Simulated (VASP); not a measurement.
# Mg7I16 (a cell with a defect) in VASP: single point with PBE+D3(BJ)

Aim: the single point of Mg7I16 (a cell with a defect) with PBE+D3(BJ).

All numbers are computed with VASP 6.6.1; they aren't measurements. Logs are shortened: lines on timing, memory, paths and dates and some standing lists are left out, and cuts for length are marked.

**1. The cell of the first run**

The cell holds a defect, 23 atoms: a = 9.886 Å, b = 9.886 Å, c = 10.712 Å, α = 116.17°, β = 116.17°, γ = 92.53°.

**2. Single point, PBE+D3(BJ)**

The input, INCAR:

```
SYSTEM = Mg7I16
PREC = Accurate ; ENCUT = 520
EDIFF = 1E-6 ; ISMEAR = 0
SIGMA = 0.05 ; LREAL = Auto
LASPH = .TRUE. ; NELM = 60
ALGO = Normal ; ISIF = 2
LWAVE = .FALSE. ; LCHARG = .FALSE.
GGA = PE ; IVDW = 12
NBANDS = 80
```

The input, KPOINTS:

```
Automatic mesh
0
G
  2 2 2
  0 0 0
```

The input, POSCAR:

```
Mg7I16
1.0
    0.0000000000      7.1432444434      6.8341755616
    0.0000000000     -7.1432444434      6.8341755616
    8.2483082046      0.0000000000     -6.8341755616
Mg I
7 16
Direct
    0.2434375603      0.2450991302      0.5036412191
    0.7602044015      0.7585425516      0.5036420678
    0.4316107852      0.9316062744      0.3632186050
    0.5002368664      0.4988643808     -0.0048922760
   -0.0051293448     -0.0037539194     -0.0048893663
    0.1294898393      0.6294905082      0.7589797622
    0.8697521402      0.3697528712      0.2395045082
    0.9119370957      0.0841978174      0.2449756908
    0.5385565006      0.2223427663      0.0131209937
    0.0261240468      0.7065047952     -0.0115725550
    0.6674992791      0.8563833374      0.7425460892
    0.7920805920      0.4671057128      0.4991354467
    0.2587473697      0.9559528258      0.5064013003
    0.4214737924      0.6113492770      0.2563343837
    0.1656441829      0.3416335404      0.7569565595
    0.7476579125      0.0504485367      0.5064004516
    0.3348631513      0.1449815071      0.2563354748
    0.8330334389      0.6607775390      0.2449731448
    0.4623031990      0.7819237885     -0.0115736461
    0.5750457551      0.3861608568      0.7425443919
    0.0913110518      0.9153258320      0.7569606815
    0.2070555994      0.5320296386      0.4991354467
    0.9745643772      0.2907802734      0.0131214786
```

Potentials or basis: VASP PAW PBE potentials, release 64 (Mg, I).

Command:

```bash
cat potpaw_PBE.64/Mg/POTCAR potpaw_PBE.64/I/POTCAR > POTCAR
mpirun -np 1 vasp_std > vasp.out
```

OUTCAR:

```text
SYSTEM = Mg7I16
   PREC = Accurate
   ENCUT = 520
   EDIFF = 1E-6
   ISMEAR = 0
   LREAL = Auto
   LASPH = .TRUE.
   NELM = 60
   ISIF = 2
   GGA = PE
   IVDW = 12
 IVDW          = 12

 ion  position               nearest neighbor table
   1  0.243  0.245  0.504-  20 2.88  13 2.88  22 2.89  15 2.91   8 2.93  17 2.95
   2  0.760  0.759  0.504-  11 2.88  16 2.88  12 2.89  21 2.91  18 2.93  14 2.95
   3  0.432  0.932  0.363-  13 2.71  16 2.71  14 2.83  17 2.83
   4  0.500  0.499  0.995-   9 2.85  19 2.87  20 2.88  15 2.91  18 2.92  14 2.99
   5  0.995  0.996  0.995-  23 2.85  10 2.87  11 2.88  21 2.91   8 2.92  17 2.99
   6  0.129  0.629  0.759-  15 2.88  21 2.88  19 2.88  10 2.88  12 2.97  22 2.97
   7  0.870  0.370  0.240-  23 2.86   9 2.86   8 2.89  18 2.89  12 2.97  22 2.97
   8  0.912  0.084  0.245-   7 2.89   5 2.92   1 2.93
   9  0.539  0.222  0.013-   4 2.85   7 2.86
  10  0.026  0.707  0.988-   5 2.87   6 2.88
  11  0.667  0.856  0.743-   5 2.88   2 2.88
  12  0.792  0.467  0.499-   2 2.89   7 2.97   6 2.97
  13  0.259  0.956  0.506-   3 2.71   1 2.88
  14  0.421  0.611  0.256-   3 2.83   2 2.95   4 2.99
  15  0.166  0.342  0.757-   6 2.88   4 2.91   1 2.91
  16  0.748  0.050  0.506-   3 2.71   2 2.88
  17  0.335  0.145  0.256-   3 2.83   1 2.95   5 2.99
  18  0.833  0.661  0.245-   7 2.89   4 2.92   2 2.93
  19  0.462  0.782  0.988-   4 2.87   6 2.88
  20  0.575  0.386  0.743-   4 2.88   1 2.88
  21  0.091  0.915  0.757-   6 2.88   5 2.91   2 2.91
  22  0.207  0.532  0.499-   1 2.89   7 2.97   6 2.97
  23  0.975  0.291  0.013-   5 2.85   7 2.86

  LATTYP: Found a face centered orthorhombic cell.
 ALAT       =    13.6683511232
 B/A-ratio  =     1.0452240185
 C/A-ratio  =     1.2069207369

  Lattice vectors:

 A1 = (   8.2483082046,  -7.1432444434,   0.0000000000)
 A2 = (   8.2483082046,   0.0000000000,   6.8341755616)
 A3 = (   0.0000000000,  -7.1432444434,   6.8341755616)

Analysis of symmetry for initial positions (statically):
=====================================================================
 Subroutine PRICEL returns:
 Original cell was already a primitive cell.

 Routine SETGRP: Setting up the symmetry group for a
 face centered orthorhombic supercell.

 Subroutine GETGRP returns: Found  2 space group operations
 (whereof  1 operations were pure point group operations)
 out of a pool of  8 trial point group operations.

The static configuration has the point symmetry C_1 .
 The point group associated with its full space group is C_2 .

Analysis of symmetry for dynamics (positions and initial velocities):
[... 141 lines left out ...]
   ISIF   =      2    stress and relaxation
   ISYM   =      2    0-nonsym 1-usesym 2-fastsym
   POTIM  = 0.5000    time-step for ionic-motion
   TEBEG  =    0.0;   TEEND  =   0.0 temperature during run
   PSTRESS=    0.0 pullay stress
   NELECT =     126.0000    total number of electrons
   NUPDOWN=      -1.0000    fix difference up-down
   EMIN   =  10.00;   EMAX   =-10.00  energy-range for DOS
   EFERMI =   0.00;   METHOD = LEGACY
   ISMEAR =     0;   SIGMA  =   0.05  broadening in eV -4-tet -1-fermi 0-gaus
   EFERMI_NEDOS =   21; number of points for ismear=-14 and -15
   IALGO  =     38    algorithm
   IMIX   =      4    mixing-type and parameters
     AMIX     =   0.40;   BMIX     =  1.00
     AMIX_MAG =   1.60;   BMIX_MAG =  1.00
  volume/ion in A,a.u.               =      35.01       236.29
  Fermi-wavevector in a.u.,A,eV,Ry     =   0.882144  1.667011 10.587756  0.778178
  Thomas-Fermi vector in A             =   2.002736
   LORBIT       =      0    0 simple, 1 ext, 2 COOP (PROOUT), +10 PAW based schemes
   GGA     = PE    functional components
   LHFCALC =     F    Hartree Fock is set to
   AEXX    =    0.0000 exact exchange contribution
   IVDW    =    12    specifies the selected vdW correction
   LEPSILON=     F    determine dielectric tensor
   LRPA    =     F    only Hartree local field effects (RPA)
 non-spin polarized calculation
 Gauss-broadening in eV      SIGMA  =   0.05
  energy-cutoff  :      520.00
  volume of cell :      805.33
 maximum number of plane-waves:     21742
 NGX is ok and might be reduce to    80
   NGX = 37   NGY = 37   NGZ = 39

 number of electron     125.9999998 magnetization

 Free energy of the ion-electron system (eV)
  ---------------------------------------------------
  ext. energy  EPLUGINS =         0.00000000
  ---------------------------------------------------
  free energy    TOTEN  =       -54.86161476 eV

  energy without entropy =      -54.83257275  energy(sigma->0) =      -54.84709376

 E-fermi :   2.2759     XC(G=0):  -8.2014

 val. band max:        2.2663158841   @ k =   0.5000   0.5000  -0.0000
 cond. band min:       2.2828939753   @ k =   0.0000   0.0000   0.5000
 fundamental gap:      0.0165780912
 Fermi energy:         2.2759234711

 k-point     1 :       0.0000    0.0000    0.0000
  band No.  band energies     occupation
      1      -9.8761      2.00000
      2      -9.3869      2.00000
      3      -9.3074      2.00000
      4      -9.3046      2.00000
      5      -9.2754      2.00000
      6      -9.2040      2.00000
[... 457 lines left out ...]
     74       7.6755      0.00000
     75       7.8868      0.00000
 [bands above 75 left out]

------------------------ aborting loop because EDIFF is reached ----------------------------------------

 Edisp (eV)   -7.06870

 E8    (eV) :    -3.1638

  FORCE on cell =-STRESS in cart. coord.  units (eV):
  Direction    XX          YY          ZZ          XY          YZ          ZX
  --------------------------------------------------------------------------------------
  -------------------------------------------------------------------------------------
  Total      -2.21890    -0.36283    -0.54303     0.00000     0.09153     0.00000
  in kB      -4.41440    -0.72184    -1.08033     0.00000     0.18209     0.00000
  external pressure =       -2.07 kB  Pullay stress =        0.00 kB

 VOLUME and BASIS-vectors are now :
 -----------------------------------------------------------------------------
  energy-cutoff  :      520.00
  volume of cell :      805.33
      direct lattice vectors                 reciprocal lattice vectors
     0.000000000  7.143244443  6.834175562     0.060618491  0.069996205  0.073161714
     0.000000000 -7.143244443  6.834175562     0.060618491 -0.069996205  0.073161714
     8.248308205  0.000000000 -6.834175562     0.121236983  0.000000000  0.000000000

 POSITION                                       TOTAL-FORCE (eV/Angst)
 -----------------------------------------------------------------------------------
      4.15419     -0.01187     -0.10323         0.034769      0.005586      0.007752
      4.15420      0.01187      6.93740         0.034769     -0.005586     -0.007752
      2.99594     -3.57159      6.83417        -0.370032      0.000000      0.000000
      8.20796      0.00980      0.02729        -0.007585      0.001531      0.019565
      8.20798     -0.00982      6.80688        -0.007585     -0.001531     -0.019565
      6.26030     -3.57163      0.00000         0.005677      0.000000      0.000000
[... 15 lines left out ...]
      4.11702     -2.32137      1.63986         0.013572     -0.002380     -0.004509
      0.10823      4.88444      8.55791        -0.004071     -0.005677     -0.023251
 -----------------------------------------------------------------------------------
    total drift:                               -0.005013     -0.081463     -0.061586

  FREE ENERGIE OF THE ION-ELECTRON SYSTEM (eV)
  ---------------------------------------------------
  free  energy   TOTEN  =       -61.9303124517 eV

  energy  without entropy=      -61.9012704407  energy(sigma->0) =      -61.91579145
```

OSZICAR:

```text
N       E                     dE             d eps       ncg     rms          rms(c)
DAV:   1     0.728295654758E+03    0.72830E+03   -0.45800E+04   960   0.126E+03
DAV:   2     0.205571724983E+02   -0.70774E+03   -0.68487E+03  1280   0.186E+02
DAV:   3    -0.536757330926E+02   -0.74233E+02   -0.73797E+02  1152   0.672E+01
DAV:   4    -0.557649235714E+02   -0.20892E+01   -0.20866E+01  1168   0.134E+01
DAV:   5    -0.558283790050E+02   -0.63455E-01   -0.63442E-01  1200   0.253E+00    0.110E+01
DAV:   6    -0.550333035493E+02    0.79508E+00   -0.10731E+00  1088   0.235E+00    0.764E+00
DAV:   7    -0.548892851936E+02    0.14402E+00   -0.13063E+00  1104   0.262E+00    0.200E+00
DAV:   8    -0.548694013103E+02    0.19884E-01   -0.21898E-01  1088   0.104E+00    0.114E+00
DAV:   9    -0.548609519659E+02    0.84493E-02   -0.51511E-02  1056   0.492E-01    0.541E-01
DAV:  10    -0.548616357716E+02   -0.68381E-03   -0.72101E-03  1104   0.204E-01    0.147E-01
DAV:  11    -0.548615775117E+02    0.58260E-04   -0.10401E-03  1112   0.703E-02    0.941E-02
DAV:  12    -0.548616004495E+02   -0.22938E-04   -0.29177E-04  1072   0.432E-02    0.388E-02
DAV:  13    -0.548616165947E+02   -0.16145E-04   -0.63897E-05  1056   0.231E-02    0.198E-02
DAV:  14    -0.548616154693E+02    0.11254E-05   -0.40214E-06   936   0.643E-03    0.117E-02
DAV:  15    -0.548616147610E+02    0.70829E-06   -0.47237E-06   960   0.589E-03
   1 F= -.61930312E+02 E0= -.61915791E+02  d E =-.290420E-01
```

stdout:

```text
POSCAR found type information on POSCAR MgI
 POSCAR found :  2 types and      23 ions
 scaLAPACK will be used
 LDA part: xc-table for (Slater+PW92), standard interpolation
 POSCAR, INCAR and KPOINTS ok, starting setup
 FFT: planning ... GRIDC
 FFT: planning ... GRID_SOFT
 FFT: planning ... GRID
 WAVECAR not read
 entering main loop
```

It took 6.8 min on 1 thread of Intel Xeon 6975P-C (Granite Rapids), shared host; peak memory 1 GiB.

Results:

* Free energy: -61.9303 eV
* Pressure: -0.2 GPa
* Largest force: 0.370 eV/Å
* Band gap on the k mesh: zero (bands 63 and 64 overlap by 0.07 eV)
* Dispersion energy per atom: -0.307 eV

Forces on the atoms (eV/Å):
```
Mg   0.035  0.006  0.008
Mg   0.035 -0.006 -0.008
Mg  -0.370  0.000  0.000
Mg  -0.008  0.002  0.020
Mg  -0.008 -0.002 -0.020
Mg   0.006  0.000  0.000
Mg   0.019  0.000  0.000
I    0.032 -0.001  0.004
I   -0.004  0.006  0.023
I    0.040  0.011  0.029
I    0.038  0.070 -0.034
I    0.014  0.002  0.005
I    0.035  0.047  0.078
I   -0.006  0.057 -0.051
I   -0.004 -0.004 -0.001
I    0.035 -0.047 -0.078
I   -0.006 -0.057  0.051
I    0.032  0.001 -0.004
I    0.040 -0.011 -0.029
I    0.038 -0.070  0.034
I   -0.004  0.004  0.001
I    0.014 -0.002 -0.005
I   -0.004 -0.006 -0.023
```

Stress tensor (GPa, compression positive):
```
-0.44  0.00  0.00
 0.00 -0.07  0.02
 0.00  0.02 -0.11
```

Caveat: the k points lie up to 0.37 Å⁻¹ apart; spin-orbit coupling is left out, which moves the levels of the heavy elements.
